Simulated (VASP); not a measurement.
Sb: single point with PBE

The system is Sb.

```xyz
2
Lattice="2.1879 1.2632 3.8432 -2.1879 1.2632 3.8432 0.0000 -2.5264 3.8432" Properties=species:S:1:pos:R:3 pbc="T T T"
Sb    0.0000    0.0000    2.6827
Sb    0.0000    0.0000    8.8468
```

```json
{
  "Program": "VASP 6.6.1",
  "Task": "single point",
  "Functional": "PBE",
  "Potentials or basis": "VASP PAW PBE potentials, release 64 (Sb)",
  "Cutoff": "520 eV",
  "k mesh": "9 × 9 × 9",
  "Occupations": "fermi-dirac, width 0.03 eV",
  "Spin": "no spin polarisation"
}
```

```
Pressure      : 0.1 GPa
Largest force : 0.027 eV/Å
```

Forces in eV/Å, atoms in the order of the input:
```
Sb   0.000  0.000  0.027
Sb   0.000  0.000 -0.027
```

Stress tensor (GPa, compression positive):
```
0.10 0.00 0.00
0.00 0.10 0.00
0.00 0.00 0.01
```

Levels at points of the mesh, in eV from the Fermi level:
| k point | band 1 | band 2 | band 3 | band 4 | band 5 | band 6 | band 7 | band 8 | band 9 | band 10 |
| --- | --- | --- | --- | --- | --- | --- | --- | --- | --- | --- |
| (0.00, 0.00, 0.00) | -12.28 | -5.01 | -1.89 | -1.64 | -1.64 | 2.01 | 2.64 | 2.64 | 5.23 | 5.23 |

Run time: 30 s on 1 thread of Intel(R) Xeon(R) Platinum 8488C (Sapphire Rapids), on a shared host, peak memory 0.23 GiB.

Caveat: spin-orbit coupling is left out, which moves the levels of the heavy elements.
